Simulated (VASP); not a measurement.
# Mn (Pm-3m) in VASP: notebook

The runs below take Mn through relaxation of cell and atoms, single point, with revPBE.

All numbers are computed with VASP 6.6.1; they aren't measurements. Logs are shortened: lines on timing, memory, paths and dates and some standing lists are left out, and cuts for length are marked.

**1. The cell of the first run**

The structure is cubic, space group Pm-3m (No. 221). Conventional cell: a = 2.332 Å, b = 2.332 Å, c = 2.332 Å, α = 90.00°, β = 90.00°, γ = 90.00°. Within 3.1 Å of Mn (site symmetry m-3m) lie 6 Mn at 2.33 Å.

**2. Relaxation of cell and atoms, revPBE**

The input, INCAR:

```
SYSTEM = Mn
  PREC = Accurate
  ENCUT = 600
  EDIFF = 1E-6
  ISMEAR = -1
  SIGMA = 0.1
  LREAL = .False.
  LASPH = .True.
  NELM = 60
  ALGO = Normal
  ISIF = 3
  LWAVE = .False.
  LCHARG = .False.
  GGA = RE
  IBRION = 2
  NSW = 80
  EDIFFG = -0.01
```

The input, KPOINTS:

```
Automatic mesh
0
Gamma
  13 13 13
  0 0 0
```

The input, POSCAR:

```
Mn
1.0
    2.3324620846      0.0000000000      0.0000000000
    0.0000000000      2.3324620846      0.0000000000
    0.0000000000      0.0000000000      2.3324620846
Mn
1
Direct
    0.0000000000      0.0000000000      0.0000000000
```

Potentials or basis: VASP PAW PBE potentials, release 64 (Mn_pv).

Launch:

```bash
> cat potpaw_PBE.64/Mn_pv/POTCAR > POTCAR
> mpirun -np 1 vasp_std > vasp.out
```

OUTCAR:

```text
SYSTEM = Mn
   PREC = Accurate
   ENCUT = 600
   EDIFF = 1E-6
   ISMEAR = -1
   LREAL = .False.
   LASPH = .True.
   NELM = 60
   ISIF = 3
   GGA = RE
   IBRION = 2
   NSW = 80
   EDIFFG = -0.01

 ion  position               nearest neighbor table
   1  0.000  0.000  0.000-

  LATTYP: Found a simple cubic cell.
 ALAT       =     2.3324620846

  Lattice vectors:

 A1 = (   2.3324620846,   0.0000000000,   0.0000000000)
 A2 = (   0.0000000000,   2.3324620846,   0.0000000000)
 A3 = (   0.0000000000,   0.0000000000,   2.3324620846)

Analysis of symmetry for initial positions (statically):
=====================================================================
 Subroutine PRICEL returns:
 Original cell was already a primitive cell.

 Routine SETGRP: Setting up the symmetry group for a
 simple cubic supercell.

 Subroutine GETGRP returns: Found 48 space group operations
 (whereof 48 operations were pure point group operations)
 out of a pool of 48 trial point group operations.

The static configuration has the point symmetry O_h .

Analysis of symmetry for dynamics (positions and initial velocities):
=====================================================================
 Subroutine PRICEL returns:
 Original cell was already a primitive cell.

 Routine SETGRP: Setting up the symmetry group for a
 simple cubic supercell.

 Subroutine GETGRP returns: Found 48 space group operations
 (whereof 48 operations were pure point group operations)
 out of a pool of 48 trial point group operations.

The dynamic configuration has the point symmetry O_h .

 Subroutine INISYM returns: Found 48 space group operations
 (whereof 48 operations are pure point group operations),
 and found     1 'primitive' translations

----------------------------------------------------------------------------------------

                                     Primitive cell

  volume of cell :      12.6895

  direct lattice vectors                    reciprocal lattice vectors
     2.332462085  0.000000000  0.000000000     0.428731514  0.000000000  0.000000000
     0.000000000  2.332462085  0.000000000     0.000000000  0.428731514  0.000000000
     0.000000000  0.000000000  2.332462085     0.000000000  0.000000000  0.428731514

  length of vectors
     2.332462085  2.332462085  2.332462085     0.428731514  0.428731514  0.428731514

  position of ions in fractional coordinates (direct lattice)
     0.000000000  0.000000000  0.000000000

  ion indices of the primitive-cell ions
   primitive index   ion index
                 1           1

----------------------------------------------------------------------------------------

 KPOINTS: Automatic mesh

Automatic generation of k-mesh.
 Grid dimensions read from file:
 generate k-points for:   13   13   13

 Generating k-lattice:

  Cartesian coordinates                     Fractional coordinates (reciprocal lattice)
     0.032979347  0.000000000  0.000000000     0.076923077  0.000000000  0.000000000
     0.000000000  0.032979347  0.000000000     0.000000000  0.076923077  0.000000000
     0.000000000  0.000000000  0.032979347     0.000000000  0.000000000  0.076923077

  Length of vectors
     0.032979347  0.032979347  0.032979347

  Shift w.r.t. Gamma in fractional coordinates (k-lattice)
     0.000000000  0.000000000  0.000000000

 Subroutine IBZKPT returns following result:
 ===========================================

 Found     84 irreducible k-points:

 Following reciprocal coordinates:
            Coordinates               Weight
  0.000000  0.000000  0.000000      1.000000
  0.076923  0.000000  0.000000      6.000000
  0.153846  0.000000  0.000000      6.000000
  0.230769  0.000000  0.000000      6.000000
  0.307692  0.000000  0.000000      6.000000
  0.384615  0.000000  0.000000      6.000000
[... 16 lines left out ...]
  0.307692  0.307692  0.000000     12.000000
  0.384615  0.307692  0.000000     24.000000
 [... further k-points ...]
   k-points           NKPTS =     84   k-points in BZ     NKDIM =     84   number of bands    NBANDS=     10
   number of dos      NEDOS =    301   number of ions     NIONS =      1
   total plane-waves  NPLWV =   8000
   dimension x,y,z NGX =    20 NGY =   20 NGZ =   20
   dimension x,y,z NGXF=    40 NGYF=   40 NGZF=   40
   ions per type =               1
   NGX,Y,Z   is equivalent  to a cutoff of  14.25, 14.25, 14.25 a.u.
   NGXF,Y,Z  is equivalent  to a cutoff of  28.51, 28.51, 28.51 a.u.
 SYSTEM =  Mn
   PREC   = accura    normal or accurate (medium, high low for compatibility)
   ISTART =      0    job   : 0-new  1-cont  2-samecut
   ICHARG =      2    charge: 1-file 2-atom 10-const
   ISPIN  =      1    spin polarized calculation?
   LNONCOLLINEAR =      F non collinear calculations
   LSORBIT =      F    spin-orbit coupling
   LASPH  =      T    aspherical Exc in radial PAW
   ENCUT  =  600.0 eV  44.10 Ry    6.64 a.u.   4.66  4.66  4.66*2*pi/ulx,y,z
   NELM   =     60;   NELMIN=  2; NELMDL= -5     # of ELM steps
   EDIFF  = 0.1E-05   stopping-criterion for ELM
   LREAL  =      F    real-space projection
   EDIFFG = -.1E-01   stopping-criterion for IOM
   NSW    =     80    number of steps for IOM
   IBRION =      2    ionic relax: 0-MD 1-quasi-New 2-CG
   NFREE  =      1    steps in history (QN), initial steepest desc. (CG)
   ISIF   =      3    stress and relaxation
   ISYM   =      2    0-nonsym 1-usesym 2-fastsym
   POTIM  = 0.5000    time-step for ionic-motion
   TEBEG  =    0.0;   TEEND  =   0.0 temperature during run
   PSTRESS=    0.0 pullay stress
   NELECT =      13.0000    total number of electrons
   NUPDOWN=      -1.0000    fix difference up-down
   EMIN   =  10.00;   EMAX   =-10.00  energy-range for DOS
   EFERMI =   0.00;   METHOD = LEGACY
   ISMEAR =    -1;   SIGMA  =   0.10  broadening in eV -4-tet -1-fermi 0-gaus
   EFERMI_NEDOS =   21; number of points for ismear=-14 and -15
   IALGO  =     38    algorithm
   IMIX   =      4    mixing-type and parameters
     AMIX     =   0.40;   BMIX     =  1.00
     AMIX_MAG =   1.60;   BMIX_MAG =  1.00
  volume/ion in A,a.u.               =      12.69        85.63
  Fermi-wavevector in a.u.,A,eV,Ry     =   1.650345  3.118699 37.057344  2.723638
  Thomas-Fermi vector in A             =   2.739310
   LORBIT       =      0    0 simple, 1 ext, 2 COOP (PROOUT), +10 PAW based schemes
   GGA     = RE    functional components
   LHFCALC =     F    Hartree Fock is set to
   AEXX    =    0.0000 exact exchange contribution
   IVDW    =     0    specifies the selected vdW correction
   LEPSILON=     F    determine dielectric tensor
   LRPA    =     F    only Hartree local field effects (RPA)
 conjugate gradient relaxation of ions
 non-spin polarized calculation
  energy-cutoff  :      600.00
  volume of cell :       12.69
 maximum number of plane-waves:       449
 NGX is ok and might be reduce to    20
   NGX =  9   NGY =  9   NGZ =  9

--------------------------------------- Ionic step        1  -------------------------------------------

 number of electron      13.0000013 magnetization

 Free energy of the ion-electron system (eV)
  ---------------------------------------------------
  ext. energy  EPLUGINS =         0.00000000
  ---------------------------------------------------
  free energy    TOTEN  =        -7.64987274 eV

  energy without entropy =       -7.58357270  energy(sigma->0) =       -7.61672272

------------------------ aborting loop because EDIFF is reached ----------------------------------------

  FORCE on cell =-STRESS in cart. coord.  units (eV):
  Direction    XX          YY          ZZ          XY          YZ          ZX
  --------------------------------------------------------------------------------------
  -------------------------------------------------------------------------------------
  Total       -0.6384189     -0.6384189     -0.6384189      0.0000000     -0.0000000      0.0000000
  in kB      -80.6069548    -80.6069548    -80.6069548      0.0000000     -0.0000000      0.0000000
  external PRESSURE =     -80.6069548 kB  Pullay stress =       0.0000000 kB

 VOLUME and BASIS-vectors are now :
 -----------------------------------------------------------------------------
  energy-cutoff  :      600.00
  volume of cell :       12.69
      direct lattice vectors                 reciprocal lattice vectors
     2.332462085  0.000000000  0.000000000     0.428731514  0.000000000  0.000000000
     0.000000000  2.332462085  0.000000000     0.000000000  0.428731514  0.000000000
     0.000000000  0.000000000  2.332462085     0.000000000  0.000000000  0.428731514
[... 36 lines left out ...]
 POSITION                                       TOTAL-FORCE (eV/Angst)
 -----------------------------------------------------------------------------------
      0.00000      0.00000      0.00000        -0.000000     -0.000000      0.000000
 -----------------------------------------------------------------------------------
    total drift:                                0.000000      0.000000      0.000000

  FREE ENERGIE OF THE ION-ELECTRON SYSTEM (eV)
  ---------------------------------------------------
  free  energy   TOTEN  =        -7.6452039482 eV

  energy  without entropy=       -7.5866166212  energy(sigma->0) =       -7.61591028

--------------------------------------- Ionic step        3  -------------------------------------------

 number of electron      12.9999984 magnetization

 Free energy of the ion-electron system (eV)
  ---------------------------------------------------
  ext. energy  EPLUGINS =         0.00000000
  ---------------------------------------------------
  free energy    TOTEN  =        -7.66437178 eV

  energy without entropy =       -7.60185225  energy(sigma->0) =       -7.63311201

 E-fermi :   9.2926     XC(G=0): -13.0862

 val. band max:        9.2652036761   @ k =   0.3846   0.3846   0.0769
 cond. band min:       9.2961998842   @ k =   0.3846   0.3077   0.0000
 fundamental gap:      0.0309962082
 Fermi energy:         9.2926381949

 k-point     1 :       0.0000    0.0000    0.0000
  band No.  band energies     occupation
      1     -38.4824      2.00000
      2     -38.4824      2.00000
      3     -38.4824      2.00000
      4       1.3829      2.00000
      5       5.7174      2.00000
      6       5.7174      2.00000
      7      10.9069      0.00000
      8      10.9069      0.00000
      9      10.9069      0.00000
     10      29.4286      0.00000

 k-point     2 :       0.0769    0.0000    0.0000
  band No.  band energies     occupation
      1     -38.5307      2.00000
      2     -38.4783      2.00000
      3     -38.4783      2.00000
      4       1.5732      2.00000
      5       5.7551      2.00000
      6       5.8422      2.00000
      7      10.7924      0.00000
      8      10.7924      0.00000
      9      10.9158      0.00000
     10      27.5967      0.00000
[... 274 lines left out ...]
 k-point    24 :       0.3846    0.3077    0.0000
  band No.  band energies     occupation
      1     -39.1261      2.00000
      2     -38.9527      2.00000
      3     -38.3732      2.00000
      4       5.2862      2.00000
      5       6.6632      2.00000
      6       9.2962      0.98219
      7       9.5792      0.10772
      8       9.9544      0.00267
      9      11.3642      0.00000
     10      17.9191      0.00000

 [... further k-points ...]
[... 5 lines left out ...]
  --------------------------------------------------------------------------------------
  -------------------------------------------------------------------------------------
  Total       -0.0003795     -0.0003795     -0.0003795      0.0000000      0.0000000     -0.0000000
  in kB       -0.0500855     -0.0500855     -0.0500855      0.0000000      0.0000000     -0.0000000
  external PRESSURE =      -0.0500855 kB  Pullay stress =       0.0000000 kB

 VOLUME and BASIS-vectors are now :
 -----------------------------------------------------------------------------
  energy-cutoff  :      600.00
  volume of cell :       12.14
      direct lattice vectors                 reciprocal lattice vectors
     2.298230016 -0.000000000  0.000000000     0.435117457  0.000000000  0.000000000
     0.000000000  2.298230016  0.000000000     0.000000000  0.435117457  0.000000000
    -0.000000000 -0.000000000  2.298230016    -0.000000000  0.000000000  0.435117457

 POSITION                                       TOTAL-FORCE (eV/Angst)
 -----------------------------------------------------------------------------------
      0.00000      0.00000      0.00000        -0.000000     -0.000000      0.000000
 -----------------------------------------------------------------------------------
    total drift:                                0.000000      0.000000     -0.000000

  FREE ENERGIE OF THE ION-ELECTRON SYSTEM (eV)
  ---------------------------------------------------
  free  energy   TOTEN  =        -7.6643717780 eV

  energy  without entropy=       -7.6018522466  energy(sigma->0) =       -7.63311201

 reached required accuracy - stopping structural energy minimisation
```

Run time: 14 s. Hardware: 1 thread of Intel Xeon Platinum 8488C (Sapphire Rapids), shared host; peak memory 0.13 GiB.

What came out:

```
Free energy                            : -7.6644 eV
Relaxed volume                         : 12.14 Å³/atom
Relaxed cell                           : a = 2.298 Å, b = 2.298 Å, c = 2.298 Å, α = 90.00°, β = 90.00°, γ = 90.00°
Space group after relaxing (to 0.05 Å) : Pm-3m (No. 221)
Energy gained by relaxing              : 14.5 meV/atom
Ionic steps                            : 3
Pressure after relaxing                : 0.0 GPa
```

The path:
```csv
step,energy change (eV),largest force (eV/Å),pressure (GPa),volume (Å³)
1,0.0000,0.0000,-8.06,12.69
2,0.0047,0.0000,11.18,11.55
3,-0.0145,0.0000,-0.01,12.14
```

Final structure:
```
Mn
1.0
     2.29823    0.00000    0.00000
     0.00000    2.29823    0.00000
     0.00000    0.00000    2.29823
Mn
1
Direct
  0.00000 0.00000 0.00000
```

Levels at points of the mesh, in eV from the Fermi level:
| k point | band 4 | band 5 | band 6 | band 7 | band 8 | band 9 |
| --- | --- | --- | --- | --- | --- | --- |
| (0.00, 0.00, 0.00) | -7.91 | -3.58 | -3.58 | 1.61 | 1.61 | 1.61 |

Caveat: the PAW data sets were made with another functional, which shifts forces and pressure a little; the run has no spin polarisation, though such a crystal can be magnetic. Spin polarisation is off, so any magnetic state and its effect on volume and gap are missing.

(Continued in part 2 of 2.)
